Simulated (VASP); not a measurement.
Wanted: the native input for a VASP 6.6.1 run.

```yaml
Task: single point
Functional: PBE
Potentials_or_basis: VASP PAW PBE potentials, release 64 (Si)
Cutoff: 520 eV
k_mesh: 9 × 9 × 1
Occupations: gaussian, width 0.05 eV
Spin: collinear spin
Starting_moments: "[0.0, 0.0, 0.0, 0.0, 2.0] μB"
Dipole_correction: yes
Further_INCAR_settings: ALGO = Normal; EDIFF = 1e-07; NBANDS = 22
```

The structure of Si lies in POSCAR:

```
Si
1.0
    3.8675355712      0.0000000000      0.0000000000
   -1.9337677856      3.3493840547      0.0000000000
    0.0000000000      0.0000000000     19.4372968022
Si
5
Direct
    0.3333333333      0.6666666667      0.2057899327
    0.0000000000      0.0000000000      0.2464055286
    0.0000000000      0.0000000000      0.3748662336
    0.6666666666      0.3333333333      0.4083539436
    0.8333333333      0.6666666667      0.5162296256
```

One way to write it, as run:

INCAR

```
PREC = Accurate
ENCUT = 520
EDIFF = 1E-7
ISMEAR = 0
SIGMA = 0.05
LREAL = F
LASPH = T
NELM = 150
ALGO = Normal
ISIF = 2
LWAVE = F
LCHARG = F
ISPIN = 2
MAGMOM = 0 0 0 0 2
LORBIT = 11
LDIPOL = T
IDIPOL = 3
DIPOL = 0.5 0.5 0.350
GGA = PE
NBANDS = 22
```

KPOINTS

```
Automatic mesh
0
Gamma
  9 9 1
```

Potentials or basis: VASP PAW PBE potentials, release 64 (Si).

Command:

```console
$ cat potpaw_PBE.64/Si/POTCAR > POTCAR
$ mpirun -np 1 vasp_std > vasp.out
```

Results of the run:

The largest force is 0.884 eV/Å. The band gap on the k mesh is zero (filled and empty bands overlap), the net moment is -0.02 μB per cell and the valence electrons inside the program's atomic spheres are Si 1.64, 1.67, 1.69, 1.51.

Run time: 20 min on 1 thread of AMD EPYC 7R43 64-Core Processor (Zen 3) (shared host), peak memory 0.56 GiB.
